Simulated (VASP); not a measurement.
# Si16H5Cl in VASP: notebook

Runs on Si16H5Cl. Level: PBE+D3(BJ). Tasks: single point.

All numbers are computed with VASP 6.6.1; they aren't measurements. Logs are shortened: lines on timing, memory, paths and dates and some standing lists are left out, and cuts for length are marked.

**1. The cell of the first run**

The cell holds a slab with vacuum, 22 atoms: a = 7.679 Å, b = 7.679 Å, c = 18.419 Å, α = 90.00°, β = 90.00°, γ = 60.00°.

**2. Single point, PBE+D3(BJ)**

The input, INCAR:

```
PREC     = Accurate       # precision mode
ENCUT    = 520            # plane-wave cutoff, eV
EDIFF    = 1E-7           # SCF threshold, eV
ISMEAR   = 0              # smearing method
SIGMA    = 0.02           # smearing width, eV
LREAL    = Auto         
LASPH    = T              # aspherical terms in the spheres
NELM     = 60             # most SCF steps
ALGO     = Normal         # electronic algorithm
ISIF     = 2              # what is computed and relaxed
LWAVE    = F              # write WAVECAR
LCHARG   = F              # write CHGCAR
GGA      = PE             # functional
IVDW     = 12             # dispersion correction
NBANDS   = 55             # bands
```

The input, KPOINTS:

```
Automatic mesh
0
Gamma
  2 2 1
```

The input, POSCAR:

```
Si16H5Cl
1.0
    7.6791800000      0.0000000000      0.0000000000
    3.8395900000      6.6503650000      0.0000000000
    0.0000000000      0.0000000000     18.4187650000
H Si Cl
5 16 1
Direct
    0.1666666792      0.1666666416      0.0542924566
    0.6666666792      0.1666666416      0.0542924566
    0.1666666416      0.6666667168      0.0542924566
    0.6666666416      0.6666667168      0.0542924566
   -0.0406960354     -0.0233167653      0.2664960979
    0.1666666792      0.1666666416      0.1357311416
    0.6666666792      0.1666666416      0.1357311416
    0.1666666416      0.6666667168      0.1357311416
    0.6666666416      0.6666667168      0.1357311416
   -0.1667729930      0.3343484155      0.1760167416
    0.3328183746      0.3338069414      0.1766711286
   -0.1693162923      0.8327275270      0.1780544461
    0.3351248726      0.8303568300      0.1795486288
   -0.1706052811      0.3402859843      0.3042114930
    0.3301334378      0.3275378118      0.3050657305
   -0.1996121635      0.8512973348      0.3058867953
    0.3226024568      0.8687512640      0.3104957363
   -0.0156881028      0.0081487257      0.3487054642
    0.4914022243      0.0160230303      0.3703495321
   -0.0085961724      0.5149994023      0.3428697852
    0.4822905870      0.5225210947      0.3167121683
   -0.0072294623      0.5102673312      0.4565710025
```

Potentials or basis: VASP PAW PBE potentials, release 64 (H, Si, Cl).

Started as:

```sh
$ cat potpaw_PBE.64/H/POTCAR potpaw_PBE.64/Si/POTCAR potpaw_PBE.64/Cl/POTCAR > POTCAR
$ mpirun -np 1 vasp_std > vasp.out
```

OUTCAR:

```text
PREC = Accurate
   ENCUT = 520
   EDIFF = 1E-7
   ISMEAR = 0
   LREAL = Auto
   LASPH = T
   NELM = 60
   ISIF = 2
   GGA = PE
   IVDW = 12
 IVDW          = 12

 ion  position               nearest neighbor table
   1  0.167  0.167  0.054-   6 1.50
   2  0.667  0.167  0.054-   7 1.50
   3  0.167  0.667  0.054-   8 1.50
   4  0.667  0.667  0.054-   9 1.50
   5  0.959  0.977  0.266-  18 1.56
   6  0.167  0.167  0.136-   1 1.50  10 2.34  11 2.34  13 2.38
   7  0.667  0.167  0.136-   2 1.50  10 2.34  11 2.34  12 2.35
   8  0.167  0.667  0.136-   3 1.50  11 2.34  13 2.35  12 2.37
   9  0.667  0.667  0.136-   4 1.50  12 2.33  10 2.33  13 2.35
  10  0.833  0.334  0.176-   9 2.33   6 2.34   7 2.34  14 2.36
  11  0.333  0.334  0.177-   8 2.34   6 2.34   7 2.34  15 2.37
  12  0.831  0.833  0.178-   9 2.33   7 2.35  16 2.36   8 2.37
  13  0.335  0.830  0.180-   9 2.35   8 2.35   6 2.38  17 2.43
  14  0.829  0.340  0.304-  21 2.32  20 2.35  18 2.36  10 2.36
  15  0.330  0.328  0.305-  21 2.32  20 2.36  11 2.37  19 2.40
  16  0.800  0.851  0.306-  20 2.34  12 2.36  19 2.37  18 2.40
  17  0.323  0.869  0.310-  21 2.31  18 2.37  19 2.37  13 2.43
  18  0.984  0.008  0.349-   5 1.56  14 2.36  17 2.37  16 2.40
  19  0.491  0.016  0.370-  16 2.37  17 2.37  15 2.40
  20  0.991  0.515  0.343-  22 2.09  16 2.34  14 2.35  15 2.36
  21  0.482  0.523  0.317-  17 2.31  14 2.32  15 2.32
  22  0.993  0.510  0.457-  20 2.09

  LATTYP: Found a hexagonal cell.
 ALAT       =     7.6791800344
 C/A-ratio  =     2.3985327753

  Lattice vectors:

 A1 = (  -3.8395900000,  -6.6503650000,   0.0000000000)
 A2 = (   7.6791800000,   0.0000000000,   0.0000000000)
 A3 = (   0.0000000000,   0.0000000000,  18.4187650000)

Analysis of symmetry for initial positions (statically):
=====================================================================
 Subroutine PRICEL returns:
 Original cell was already a primitive cell.

 Routine SETGRP: Setting up the symmetry group for a
 hexagonal supercell.

 Subroutine GETGRP returns: Found  1 space group operations
 (whereof  1 operations were pure point group operations)
 out of a pool of 24 trial point group operations.

The static configuration has the point symmetry C_1 .

Analysis of symmetry for dynamics (positions and initial velocities):
=====================================================================
 Subroutine PRICEL returns:
 Original cell was already a primitive cell.
[... 131 lines left out ...]
   IBRION =     -1    ionic relax: 0-MD 1-quasi-New 2-CG
   NFREE  =      0    steps in history (QN), initial steepest desc. (CG)
   ISIF   =      2    stress and relaxation
   ISYM   =      2    0-nonsym 1-usesym 2-fastsym
   POTIM  = 0.5000    time-step for ionic-motion
   TEBEG  =    0.0;   TEEND  =   0.0 temperature during run
   PSTRESS=    0.0 pullay stress
   NELECT =      76.0000    total number of electrons
   NUPDOWN=      -1.0000    fix difference up-down
   EMIN   =  10.00;   EMAX   =-10.00  energy-range for DOS
   EFERMI =   0.00;   METHOD = LEGACY
   ISMEAR =     0;   SIGMA  =   0.02  broadening in eV -4-tet -1-fermi 0-gaus
   EFERMI_NEDOS =   21; number of points for ismear=-14 and -15
   IALGO  =     38    algorithm
   IMIX   =      4    mixing-type and parameters
     AMIX     =   0.40;   BMIX     =  1.00
     AMIX_MAG =   1.60;   BMIX_MAG =  1.00
  volume/ion in A,a.u.               =      42.76       288.53
  Fermi-wavevector in a.u.,A,eV,Ry     =   0.707738  1.337431  6.815061  0.500893
  Thomas-Fermi vector in A             =   1.793866
   LORBIT       =      0    0 simple, 1 ext, 2 COOP (PROOUT), +10 PAW based schemes
   GGA     = PE    functional components
   LHFCALC =     F    Hartree Fock is set to
   AEXX    =    0.0000 exact exchange contribution
   IVDW    =    12    specifies the selected vdW correction
   LEPSILON=     F    determine dielectric tensor
   LRPA    =     F    only Hartree local field effects (RPA)
 non-spin polarized calculation
 Gauss-broadening in eV      SIGMA  =   0.02
  energy-cutoff  :      520.00
  volume of cell :      940.63
 maximum number of plane-waves:     25382
 NGX is ok and might be reduce to    60
   NGX = 29   NGY = 29   NGZ = 69

 number of electron      76.0000003 magnetization

 Free energy of the ion-electron system (eV)
  ---------------------------------------------------
  ext. energy  EPLUGINS =         0.00000000
  ---------------------------------------------------
  free energy    TOTEN  =      -101.86535171 eV

  energy without entropy =     -101.86535171  energy(sigma->0) =     -101.86535171

 E-fermi :  -1.0900     XC(G=0):  -4.3528

 val. band max:       -1.2006009313   @ k =   0.0000   0.0000   0.0000
 cond. band min:      -0.8737982513   @ k =   0.0000   0.0000   0.0000
 fundamental gap:      0.3268026800
 Fermi energy:        -1.0900030053

 k-point     1 :       0.0000    0.0000    0.0000
  band No.  band energies     occupation
      1     -16.7989      2.00000
      2     -12.6256      2.00000
      3     -11.3346      2.00000
      4     -10.5844      2.00000
      5     -10.2914      2.00000
      6     -10.2824      2.00000
[... 201 lines left out ...]
     49       2.6322      0.00000
     50       2.7326      0.00000
 [bands above 50 left out]

------------------------ aborting loop because EDIFF is reached ----------------------------------------

 Edisp (eV)   -4.09948

 E8    (eV) :    -1.7219

  FORCE on cell =-STRESS in cart. coord.  units (eV):
  Direction    XX          YY          ZZ          XY          YZ          ZX
  --------------------------------------------------------------------------------------
  -------------------------------------------------------------------------------------
  Total       1.81799     0.54330    -0.88145     0.27996     0.35830     0.86617
  in kB       3.09658     0.92540    -1.50138     0.47685     0.61028     1.47535
  external pressure =        0.84 kB  Pullay stress =        0.00 kB

 VOLUME and BASIS-vectors are now :
 -----------------------------------------------------------------------------
  energy-cutoff  :      520.00
  volume of cell :      940.63
      direct lattice vectors                 reciprocal lattice vectors
     7.679180000  0.000000000  0.000000000     0.130222237 -0.075183843  0.000000000
     3.839590000  6.650365000  0.000000000     0.000000000  0.150367687  0.000000000
     0.000000000  0.000000000 18.418765000     0.000000000  0.000000000  0.054292457

 POSITION                                       TOTAL-FORCE (eV/Angst)
 -----------------------------------------------------------------------------------
      1.91979      1.10839      1.00000        -0.003572     -0.090549     -0.048944
      5.75938      1.10839      1.00000         0.011922      0.019701     -0.037471
      3.83959      4.43358      1.00000         0.008059      0.055973     -0.048197
      7.67918      4.43358      1.00000        -0.075055      0.020442     -0.050441
     11.11673      6.49530      4.90853         0.161525     -0.009768     -0.295064
      1.91979      1.10839      2.50000         0.031337     -0.147692      0.185849
[... 14 lines left out ...]
      5.70986      3.47496      5.83345        -0.056565      0.048805     -0.015125
      9.58288      3.39346      8.40947         0.011077     -0.026336     -0.003100
 -----------------------------------------------------------------------------------
    total drift:                               -0.001779     -0.007401     -0.004965

  FREE ENERGIE OF THE ION-ELECTRON SYSTEM (eV)
  ---------------------------------------------------
  free  energy   TOTEN  =      -105.9648363165 eV

  energy  without entropy=     -105.9648363165  energy(sigma->0) =     -105.96483632
```

stdout:

```text
POSCAR found type information on POSCAR H SiCl
 POSCAR found :  3 types and      22 ions
 scaLAPACK will be used
 LDA part: xc-table for (Slater+PW92), standard interpolation
 POSCAR, INCAR and KPOINTS ok, starting setup
 FFT: planning ... GRIDC
 FFT: planning ... GRID_SOFT
 FFT: planning ... GRID
 WAVECAR not read
 entering main loop
```

Run time: 5.9 min. Hardware: 1 thread of Intel Xeon 6975P-C (Granite Rapids), shared host; peak memory 0.97 GiB.

Results:

| Quantity | Value |
| --- | --- |
| Free energy | -105.9648 eV |
| Largest force | 0.370 eV/Å |
| Band gap on the k mesh | 0.33 eV |
| Dispersion energy per atom | -0.186 eV |

Forces in eV/Å, atoms in the order of the input:
```
H   -0.004 -0.091 -0.049
H    0.012  0.020 -0.037
H    0.008  0.056 -0.048
H   -0.075  0.020 -0.050
H    0.162 -0.010 -0.295
Si   0.031 -0.148  0.186
Si  -0.055 -0.068  0.133
Si  -0.157  0.080  0.325
Si  -0.017  0.045 -0.047
Si   0.001 -0.010  0.028
Si   0.013 -0.012 -0.027
Si  -0.019  0.008 -0.022
Si  -0.009 -0.039 -0.008
Si   0.058  0.088 -0.098
Si   0.005  0.042  0.008
Si   0.071 -0.021  0.008
Si  -0.007  0.005  0.027
Si  -0.036 -0.024 -0.105
Si   0.049  0.015  0.026
Si   0.014  0.022  0.065
Si  -0.057  0.049 -0.015
Cl   0.011 -0.026 -0.003
```

Levels at points of the mesh, in eV from the valence-band top:
```tsv
k point	band 34	band 35	band 36	band 37	band 38	band 39	band 40	band 41	band 42	band 43
(0.00, 0.00, 0.00)	-0.66	-0.55	-0.36	0.00	0.00	0.33	0.92	1.29	1.46	1.83
(0.50, 0.00, 0.00)	-1.57	-0.89	-0.71	-0.54	-0.16	0.64	1.69	2.04	2.27	2.55
(0.50, 0.50, 0.00)	-1.47	-0.82	-0.73	-0.63	-0.10	0.66	1.80	1.95	2.53	2.61
(0.00, 0.50, 0.00)	-1.53	-0.90	-0.78	-0.56	-0.07	0.71	1.71	1.96	2.47	2.56
```

Caveat: the k points lie up to 0.47 Å⁻¹ apart.

**3. Single point, PBE+D3(BJ)**

The input, INCAR:

```
  ALGO = Normal
  EDIFF = 1E-7
  ENCUT = 520
  GGA = PE
  ISIF = 2
  ISMEAR = 0
  IVDW = 12
  LASPH = True
  LCHARG = False
  LREAL = Auto
  LWAVE = False
  NBANDS = 55
  NELM = 100
  PREC = Accurate
  SIGMA = 0.02
```

The input, KPOINTS:

```
k-points
0
Gamma
  2 2 1
```

The input, POSCAR:

```
Si16H5Cl
1.0
    7.6791800000      0.0000000000      0.0000000000
    3.8395900000      6.6503650000      0.0000000000
    0.0000000000      0.0000000000     18.4187650000
H Si Cl
5 16 1
Direct
    0.1666666792      0.1666666416      0.0542924566
    0.6666666792      0.1666666416      0.0542924566
    0.1666667168      0.6666665664      0.0542924566
    0.6666667168      0.6666665664      0.0542924566
    0.0029693004      0.0011697102      0.2248003599
    0.1666666792      0.1666666416      0.1357311416
    0.6666666792      0.1666666416      0.1357311416
    0.1666667168      0.6666665664      0.1357311416
    0.6666667168      0.6666665664      0.1357311416
   -0.1678297336      0.3376034248      0.1745347204
    0.3325026673      0.3336132678      0.1753596943
   -0.1698032677      0.8323466456      0.1782446869
    0.3399486267      0.8276168301      0.1806949597
   -0.1776494494      0.3634950864      0.3021389871
    0.3295817085      0.3384704449      0.3030312293
   -0.2020874022      0.8557904717      0.3062398049
    0.3370365467      0.8804978373      0.3136081599
   -0.0112127718      0.0145835605      0.3070509885
    0.4966723599      0.0342142123      0.3742456674
   -0.0061806639      0.5234846508      0.3440066693
    0.4770046083      0.5388553861      0.3155773473
    0.0032562757      0.5031244150      0.4576602177
```

Potentials or basis: VASP PAW PBE potentials, release 64 (H, Si, Cl).

Started as:

```sh
$ cat potpaw_PBE.64/H/POTCAR potpaw_PBE.64/Si/POTCAR potpaw_PBE.64/Cl/POTCAR > POTCAR
$ mpirun -np 1 vasp_std > vasp.out
```

Wall time 6 min (1 thread of Intel Xeon 6975P-C (Granite Rapids), shared host); peak memory 0.97 GiB.

The run converged. Its results:

- Free energy: -106.4677 eV
- Largest force: 0.534 eV/Å
- Band gap on the k mesh: 0.45 eV
- Dispersion energy per atom: -0.188 eV

Forces in eV/Å, atoms in the order of the input:
```
H   -0.011 -0.130 -0.044
H    0.027  0.022 -0.036
H    0.053  0.109 -0.045
H   -0.078  0.081 -0.089
H   -0.002 -0.009  0.005
Si   0.091 -0.225  0.191
Si  -0.060 -0.079  0.129
Si  -0.162  0.098  0.393
Si   0.147  0.137 -0.494
Si   0.011 -0.008  0.007
Si  -0.007 -0.004  0.010
Si  -0.001 -0.003  0.004
Si  -0.002 -0.004 -0.004
Si  -0.005  0.003 -0.007
Si  -0.004 -0.002 -0.005
Si  -0.006 -0.005  0.005
Si   0.000 -0.003  0.019
Si   0.003  0.017 -0.013
Si   0.004 -0.004 -0.017
Si  -0.003 -0.005  0.045
Si   0.003  0.008  0.002
Cl   0.001  0.005 -0.055
```

Levels at points of the mesh, in eV from the valence-band top:
| k point | band 36 | band 37 | band 38 | band 39 | band 40 | band 41 |
| --- | --- | --- | --- | --- | --- | --- |
| (0.00, 0.00, 0.00) | -0.44 | -0.06 | 0.00 | 0.45 | 1.23 | 1.33 |
| (0.50, 0.00, 0.00) | -0.73 | -0.62 | -0.27 | 0.69 | 1.94 | 2.06 |
| (0.50, 0.50, 0.00) | -0.76 | -0.64 | -0.25 | 0.75 | 1.75 | 2.17 |
| (0.00, 0.50, 0.00) | -0.76 | -0.57 | -0.14 | 0.81 | 1.96 | 2.16 |

Caveat: the k points lie up to 0.47 Å⁻¹ apart.
